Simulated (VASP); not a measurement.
Crystal: C.

```
C
1.0
    -1.18228    1.18228    1.18228
     1.18228   -1.18228    1.18228
     1.18228    1.18228   -1.18228
C
1
Cartesian
  0.0000 0.0000 0.0000
```

| Property | Result |
| --- | --- |
| Program | VASP 6.6.1 |
| Task | relaxation of cell and atoms |
| Functional | r2SCAN |
| Potentials or basis | VASP PAW PBE potentials, release 64 (C) |
| Cutoff | 600 eV |
| k mesh | 32 × 32 × 32 |
| Occupations | gaussian, width 0.1 eV |
| Spin | no spin polarisation |

At the start: pressure 5.3 GPa; volume 6.61 Å³/atom.

How do energy, volume and symmetry change on relaxing?

Over 3 steps the energy falls by 3.0 meV/atom and the volume is 6.79 Å³/atom (+2.8 %); space group Im-3m (No. 229, to 0.1 Å) before and after.

The path:
```csv
step,energy change (eV),largest force (eV/Å),pressure (GPa),volume (Å³)
1,0.0000,0.0000,5.30,6.61
2,-0.0029,0.0000,-0.72,6.82
3,-0.0030,0.0000,0.02,6.79
```

Final structure:
```
CELL_PARAMETERS angstrom
-1.19316 1.19316 1.19316
1.19316 -1.19316 1.19316
1.19316 1.19316 -1.19316
ATOMIC_POSITIONS crystal
C 0.00000 0.00000 0.00000
```

Caveat: the PAW data sets were made with another functional, which shifts forces and pressure a little.
